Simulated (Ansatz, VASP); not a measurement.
## Be16CO in VASP and in Ansatz

```
Be C O
1.0
     4.52544    0.00000    0.00000
    -2.26272    3.91914    0.00000
     0.00000    0.00000   23.47617
Be C O
16 1 1
Direct
  0.33333 0.16667 0.17039
  0.33333 0.66667 0.17039
  0.83333 0.16667 0.17039
  0.83333 0.66667 0.17039
  0.16667 0.33333 0.24635
  0.16667 0.83333 0.24635
  0.66667 0.33333 0.24635
  0.66667 0.83333 0.24635
  0.33333 0.16667 0.32419
  0.33333 0.66667 0.32419
  0.83333 0.16667 0.32419
  0.83333 0.66667 0.32419
  0.16667 0.33333 0.40365
  0.16667 0.83333 0.40365
  0.66667 0.33333 0.40365
  0.66667 0.83333 0.40365
  0.16667 0.33333 0.47351
  0.30962 0.19038 0.48630
```

Alike in both runs: task single point; functional PBE; k mesh 6 × 6 × 1; occupations gaussian, width 0.1 eV; no spin polarisation.

|  | VASP | Ansatz |
| --- | --- | --- |
| version | VASP 6.6.1 | Ansatz 0.2.0 |
| potentials or method | VASP PAW PBE potentials, release 64 (Be, C, O), cutoff 520 eV | scalar-relativistic, plane waves, PAW |
| valence electrons in the cell | 42 | 42 |

VASP gave:

* gap on the k mesh at the Fermi level (eV): none
* rms of the force components (eV/Å): 0.776

Question: Estimate Ansatz's values.

Answer: gap on the k mesh at the Fermi level (eV): none; rms of the force components (eV/Å): 0.693.

Atom by atom the forces differ by 0.155 eV/Å (rms over components). A gap of «none» marks a metal or a gap that the smearing closes.

Noted on VASP's run: the standard files for N, O and F lose accuracy on very short bonds.
